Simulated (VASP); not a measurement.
Hf:

```
Hf
1.0
     0.00000    3.07500    3.07500
     3.07500    0.00000    3.07500
     3.07500    3.07500    0.00000
Hf
2
Direct
  0.00000 0.00000 0.00000
  0.25000 0.25000 0.25000
```

This isn't the form of Hf at room conditions, which is hcp.

```yaml
Program: VASP 6.6.1
Task: relaxation of cell and atoms
Functional: PBEsol
Potentials_or_basis: VASP PAW PBE potentials, release 64 (Hf_pv)
Cutoff: 600 eV
k_mesh: 7 × 7 × 7
Occupations: gaussian, width 0.1 eV
Spin: no spin polarisation
```

At the start: pressure 3.1 GPa; volume 29.08 Å³/atom.

Q: How do energy, volume and symmetry change on relaxing?

A: Over 3 steps the energy falls by 27.5 meV/atom and the volume is 32.09 Å³/atom (+10.4 %); space group Fd-3m (No. 227, to 0.1 Å) before and after.

The path:
```
step  energy change (eV)  largest force (eV/Å)  pressure (GPa)  volume (Å³)
   1              0.0000                0.0000            3.15        58.15
   2             -0.0535                0.0000            0.46        63.10
   3             -0.0549                0.0000           -0.05        64.19
```

Final structure:
```yaml
crystal:
  lattice:
    - [0.00000, 3.17789, 3.17789]
    - [3.17789, 0.00000, 3.17789]
    - [3.17789, 3.17789, 0.00000]
  atoms:
    - { symbol: Hf, position: [0.00000, 0.00000, 0.00000] }
    - { symbol: Hf, position: [0.25000, 0.25000, 0.25000] }
```

Caveat: the PAW data sets were made with another functional, which shifts forces and pressure a little.
